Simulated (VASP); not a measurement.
# MoS2 (P6_3/mmc) in VASP: single point with PBE

Aim: the single point of MoS2 with PBE.

Everything below comes from runs of VASP 6.6.1. Logs are shortened: lines on timing, memory, paths and dates and some standing lists are left out, and cuts for length are marked.

**1. The cell of the first run**

It takes space group P6_3/mmc (No. 194, hexagonal). The conventional cell has a = 3.185 Å, b = 3.185 Å, c = 14.707 Å, α = 90.00°, β = 90.00°, γ = 120.00°. Within 3.2 Å of Mo (site symmetry -6m2) lie 6 S at 2.41 Å and 6 Mo at 3.19 Å. Within 3.2 Å of S (site symmetry 3m) lie 3 Mo at 2.41 Å and 7 S at 3.13 to 3.19 Å.

**2. Single point, PBE**

The input, INCAR:

```
SYSTEM = MoS2
ALGO     = Normal         ! electronic algorithm
EDIFF    = 1E-6           ! SCF threshold, eV
ENCUT    = 520            ! plane-wave cutoff, eV
GGA      = PE             ! functional
ISIF     = 2              ! what is computed and relaxed
ISMEAR   = 0              ! smearing method
LASPH    = .True.         ! aspherical terms in the spheres
LCHARG   = .True.         ! write CHGCAR
LELF     = .True.         ! ELF
LREAL    = .False.        ! projectors in reciprocal space
LVHAR    = .True.       
LWAVE    = .False.        ! write WAVECAR
NBANDS   = 35             ! bands
NELM     = 100            ! most SCF steps
PREC     = Accurate       ! precision mode
SIGMA    = 0.02           ! smearing width, eV
```

The input, KPOINTS:

```
k-points
0
Gamma
  12 12 4
  0 0 0
```

The input, POSCAR:

```
MoS2
1.0
    3.1852405312      0.0000000000      0.0000000000
   -1.5926202656      2.7584992172      0.0000000000
    0.0000000000      0.0000000000     14.7071324801
Mo S
2 4
Direct
    0.3333333333      0.6666666667      0.2500000000
    0.6666666667      0.3333333333      0.7500000000
    0.3333333333      0.6666666667      0.6437555023
    0.6666666667      0.3333333333      0.1437555023
    0.3333333333      0.6666666667      0.8562444977
    0.6666666667      0.3333333333      0.3562444977
```

Potentials or basis: VASP PAW PBE potentials, release 64 (Mo_sv, S).

Launch:

```sh
$ cat potpaw_PBE.64/Mo_sv/POTCAR potpaw_PBE.64/S/POTCAR > POTCAR
$ mpirun -np 1 vasp_std > vasp.out
```

OUTCAR:

```text
SYSTEM = MoS2
   EDIFF = 1E-6
   ENCUT = 520
   GGA = PE
   ISIF = 2
   ISMEAR = 0
   LASPH = .True.
   LREAL = .False.
   NELM = 100
   PREC = Accurate

 ion  position               nearest neighbor table
   1  0.333  0.667  0.250-   4 2.41   6 2.41   4 2.41   6 2.41   4 2.41   6 2.41
   2  0.667  0.333  0.750-   3 2.41   5 2.41   3 2.41   5 2.41   3 2.41   5 2.41
   3  0.333  0.667  0.644-   2 2.41   2 2.41   2 2.41
   4  0.667  0.333  0.144-   1 2.41   1 2.41   1 2.41
   5  0.333  0.667  0.856-   2 2.41   2 2.41   2 2.41
   6  0.667  0.333  0.356-   1 2.41   1 2.41   1 2.41

  LATTYP: Found a hexagonal cell.
 ALAT       =     3.1852405312
 C/A-ratio  =     4.6172753160

  Lattice vectors:

 A1 = (   3.1852405312,   0.0000000000,   0.0000000000)
 A2 = (  -1.5926202656,   2.7584992172,   0.0000000000)
 A3 = (   0.0000000000,   0.0000000000,  14.7071324801)

Analysis of symmetry for initial positions (statically):
=====================================================================
 Subroutine PRICEL returns:
 Original cell was already a primitive cell.

 Routine SETGRP: Setting up the symmetry group for a
 hexagonal supercell.

 Subroutine GETGRP returns: Found 24 space group operations
 (whereof 12 operations were pure point group operations)
 out of a pool of 24 trial point group operations.

The static configuration has the point symmetry D_3d.
 The point group associated with its full space group is D_6h.

Analysis of symmetry for dynamics (positions and initial velocities):
=====================================================================
 Subroutine PRICEL returns:
 Original cell was already a primitive cell.

 Routine SETGRP: Setting up the symmetry group for a
 hexagonal supercell.

 Subroutine GETGRP returns: Found 24 space group operations
 (whereof 12 operations were pure point group operations)
 out of a pool of 24 trial point group operations.

The dynamic configuration has the point symmetry D_3d.
 The point group associated with its full space group is D_6h.

 Subroutine INISYM returns: Found 24 space group operations
 (whereof 12 operations are pure point group operations),
 and found     1 'primitive' translations

----------------------------------------------------------------------------------------

                                     Primitive cell

  volume of cell :     129.2240

  direct lattice vectors                    reciprocal lattice vectors
     3.185240531  0.000000000  0.000000000     0.313948033  0.181257981  0.000000000
    -1.592620266  2.758499217  0.000000000     0.000000000  0.362515963  0.000000000
     0.000000000  0.000000000 14.707132480     0.000000000  0.000000000  0.067994220

  length of vectors
     3.185240531  3.185240531 14.707132480     0.362515963  0.362515963  0.067994220

  position of ions in fractional coordinates (direct lattice)
     0.333333333  0.666666667  0.250000000
     0.666666667  0.333333333  0.750000000
     0.333333333  0.666666667  0.643755502
     0.666666667  0.333333333  0.143755502
     0.333333333  0.666666667  0.856244498
     0.666666667  0.333333333  0.356244498

  ion indices of the primitive-cell ions
   primitive index   ion index
                 1           1
                 2           2
                 3           3
                 4           4
                 5           5
                 6           6

----------------------------------------------------------------------------------------

 KPOINTS: k-points

Automatic generation of k-mesh.
 Grid dimensions read from file:
 generate k-points for:   12   12    4

 Generating k-lattice:

  Cartesian coordinates                     Fractional coordinates (reciprocal lattice)
     0.026162336  0.015104832  0.000000000     0.083333333  0.000000000  0.000000000
     0.000000000  0.030209664  0.000000000     0.000000000  0.083333333  0.000000000
     0.000000000  0.000000000  0.016998555     0.000000000  0.000000000  0.250000000

  Length of vectors
     0.030209664  0.030209664  0.016998555

  Shift w.r.t. Gamma in fractional coordinates (k-lattice)
     0.000000000  0.000000000  0.000000000

 Subroutine IBZKPT returns following result:
 ===========================================

 Found     57 irreducible k-points:

 Following reciprocal coordinates:
            Coordinates               Weight
  0.000000  0.000000  0.000000      1.000000
  0.083333 -0.000000  0.000000      6.000000
  0.166667 -0.000000  0.000000      6.000000
  0.250000 -0.000000  0.000000      6.000000
  0.333333  0.000000  0.000000      6.000000
  0.416667 -0.000000  0.000000      6.000000
[... 16 lines left out ...]
  0.250000 -0.000000  0.250000     12.000000
  0.333333  0.000000  0.250000     12.000000
 [... further k-points ...]
   k-points           NKPTS =     57   k-points in BZ     NKDIM =     57   number of bands    NBANDS=     35
   number of dos      NEDOS =    301   number of ions     NIONS =      6
   total plane-waves  NPLWV =  64512
   dimension x,y,z NGX =    24 NGY =   24 NGZ =  112
   dimension x,y,z NGXF=    48 NGYF=   48 NGZF=  224
   ions per type =               2   4
   NGX,Y,Z   is equivalent  to a cutoff of  12.53, 12.53, 12.66 a.u.
   NGXF,Y,Z  is equivalent  to a cutoff of  25.05, 25.05, 25.32 a.u.
 SYSTEM =  MoS2
   PREC   = accura    normal or accurate (medium, high low for compatibility)
   ISTART =      0    job   : 0-new  1-cont  2-samecut
   ICHARG =      2    charge: 1-file 2-atom 10-const
   ISPIN  =      1    spin polarized calculation?
   LNONCOLLINEAR =      F non collinear calculations
   LSORBIT =      F    spin-orbit coupling
   LASPH  =      T    aspherical Exc in radial PAW
   ENCUT  =  520.0 eV  38.22 Ry    6.18 a.u.   5.92  5.92 27.35*2*pi/ulx,y,z
   NELM   =    100;   NELMIN=  2; NELMDL= -5     # of ELM steps
   EDIFF  = 0.1E-05   stopping-criterion for ELM
   LREAL  =      F    real-space projection
   EDIFFG = 0.1E-04   stopping-criterion for IOM
   NSW    =      0    number of steps for IOM
   IBRION =     -1    ionic relax: 0-MD 1-quasi-New 2-CG
   NFREE  =      0    steps in history (QN), initial steepest desc. (CG)
   ISIF   =      2    stress and relaxation
   ISYM   =      2    0-nonsym 1-usesym 2-fastsym
   POTIM  = 0.5000    time-step for ionic-motion
   TEBEG  =    0.0;   TEEND  =   0.0 temperature during run
   PSTRESS=    0.0 pullay stress
   NELECT =      52.0000    total number of electrons
   NUPDOWN=      -1.0000    fix difference up-down
   EMIN   =  10.00;   EMAX   =-10.00  energy-range for DOS
   EFERMI =   0.00;   METHOD = LEGACY
   ISMEAR =     0;   SIGMA  =   0.02  broadening in eV -4-tet -1-fermi 0-gaus
   EFERMI_NEDOS =   21; number of points for ismear=-14 and -15
   IALGO  =     38    algorithm
   IMIX   =      4    mixing-type and parameters
     AMIX     =   0.40;   BMIX     =  1.00
     AMIX_MAG =   1.60;   BMIX_MAG =  1.00
  volume/ion in A,a.u.               =      21.54       145.34
  Fermi-wavevector in a.u.,A,eV,Ry     =   1.208634  2.283988 19.875348  1.460797
  Thomas-Fermi vector in A             =   2.344236
   LORBIT       =      0    0 simple, 1 ext, 2 COOP (PROOUT), +10 PAW based schemes
   GGA     = PE    functional components
   LHFCALC =     F    Hartree Fock is set to
   AEXX    =    0.0000 exact exchange contribution
   IVDW    =     0    specifies the selected vdW correction
   LEPSILON=     F    determine dielectric tensor
   LRPA    =     F    only Hartree local field effects (RPA)
 non-spin polarized calculation
 Gauss-broadening in eV      SIGMA  =   0.02
  energy-cutoff  :      520.00
  volume of cell :      129.22
 maximum number of plane-waves:      3506
 NGX is ok and might be reduce to    24
   NGX = 11   NGY = 11   NGZ = 55

 number of electron      52.0000000 magnetization

 Free energy of the ion-electron system (eV)
  ---------------------------------------------------
  ext. energy  EPLUGINS =         0.00000000
  ---------------------------------------------------
  free energy    TOTEN  =       -43.71542198 eV

  energy without entropy =      -43.71542198  energy(sigma->0) =      -43.71542198

 E-fermi :   5.1636     XC(G=0):  -9.4886

 val. band max:        4.8694368681   @ k =   0.0000   0.0000   0.0000
 cond. band min:       6.3167427099   @ k =   0.3333   0.3333   0.0000
 fundamental gap:      1.4473058417
 Fermi energy:         5.1636267428

 k-point     1 :       0.0000    0.0000    0.0000
  band No.  band energies     occupation
      1     -56.2159      2.00000
      2     -56.2159      2.00000
      3     -30.3534      2.00000
      4     -30.3534      2.00000
      5     -30.1518      2.00000
      6     -30.1518      2.00000
[... 27 lines left out ...]
     34       7.6617      0.00000
     35      10.5246      0.00000

 k-point     2 :       0.0833   -0.0000    0.0000
  band No.  band energies     occupation
      1     -56.2134      2.00000
      2     -56.2134      2.00000
      3     -30.3485      2.00000
      4     -30.3485      2.00000
      5     -30.1770      2.00000
      6     -30.1770      2.00000
[... 27 lines left out ...]
     34       7.5911      0.00000
     35      10.9226      0.00000

 k-point     3 :       0.1667   -0.0000    0.0000
  band No.  band energies     occupation
      1     -56.2067      2.00000
      2     -56.2067      2.00000
      3     -30.3350      2.00000
      4     -30.3350      2.00000
      5     -30.2455      2.00000
      6     -30.2455      2.00000
[... 27 lines left out ...]
     34       8.0048      0.00000
     35      11.4994      0.00000
[... 723 lines left out ...]
 k-point    23 :       0.2500   -0.0000    0.2500
  band No.  band energies     occupation
      1     -56.1974      2.00000
      2     -56.1974      2.00000
      3     -30.3378      2.00000
      4     -30.3378      2.00000
      5     -30.3166      2.00000
      6     -30.3166      2.00000
[... 27 lines left out ...]
     34       8.4314      0.00000
     35      11.8571      0.00000

 k-point    24 :       0.3333    0.0000    0.2500
  band No.  band energies     occupation
      1     -56.1882      2.00000
      2     -56.1882      2.00000
      3     -30.4288      2.00000
      4     -30.4288      2.00000
      5     -30.2981      2.00000
      6     -30.2981      2.00000
[... 27 lines left out ...]
     34       8.7453      0.00000
     35      11.9415      0.00000

 [... further k-points ...]

------------------------ aborting loop because EDIFF is reached ----------------------------------------

  FORCE on cell =-STRESS in cart. coord.  units (eV):
  Direction    XX          YY          ZZ          XY          YZ          ZX
  --------------------------------------------------------------------------------------
  -------------------------------------------------------------------------------------
  Total       -0.0819560     -0.0819560     -0.1081397      0.0000000      0.0000000      0.0000000
  in kB       -1.0161272     -1.0161272     -1.3407648      0.0000000      0.0000000      0.0000000
  external PRESSURE =      -1.1243398 kB  Pullay stress =       0.0000000 kB

 VOLUME and BASIS-vectors are now :
 -----------------------------------------------------------------------------
  energy-cutoff  :      520.00
  volume of cell :      129.22
      direct lattice vectors                 reciprocal lattice vectors
     3.185240531  0.000000000  0.000000000     0.313948033  0.181257981  0.000000000
    -1.592620266  2.758499217  0.000000000     0.000000000  0.362515963  0.000000000
     0.000000000  0.000000000 14.707132480     0.000000000  0.000000000  0.067994220

 POSITION                                       TOTAL-FORCE (eV/Angst)
 -----------------------------------------------------------------------------------
     -0.00000      1.83900      3.67678         0.000000      0.000000     -0.000000
      1.59262      0.91950     11.03035        -0.000000     -0.000000     -0.000000
     -0.00000      1.83900      9.46780        -0.000000      0.000000      0.011947
      1.59262      0.91950      2.11423         0.000000     -0.000000      0.011947
     -0.00000      1.83900     12.59290        -0.000000      0.000000     -0.011947
      1.59262      0.91950      5.23934         0.000000     -0.000000     -0.011947
 -----------------------------------------------------------------------------------
    total drift:                               -0.000000      0.000000     -0.000000

  FREE ENERGIE OF THE ION-ELECTRON SYSTEM (eV)
  ---------------------------------------------------
  free  energy   TOTEN  =       -43.7154219805 eV

  energy  without entropy=      -43.7154219805  energy(sigma->0) =      -43.71542198
```

Run time: 5.3 min. Hardware: 1 thread of Intel Xeon 8259CL, shared host; peak memory 0.37 GiB.

Results:

| Property | Result |
| --- | --- |
| Free energy | -43.7154 eV |
| Pressure | -0.1 GPa |
| Largest force | 0.012 eV/Å |
| Band gap on the k mesh | 1.45 eV (least direct gap 1.67 eV) |

Forces on the atoms (eV/Å):
```
Mo   0.000  0.000  0.000
Mo   0.000  0.000  0.000
S    0.000  0.000  0.012
S    0.000  0.000  0.012
S    0.000  0.000 -0.012
S    0.000  0.000 -0.012
```

Caveat: this functional lacks dispersion, which binds the layers, so the pressure and a relaxed spacing across them are unreliable. A k mesh can miss the band edges.
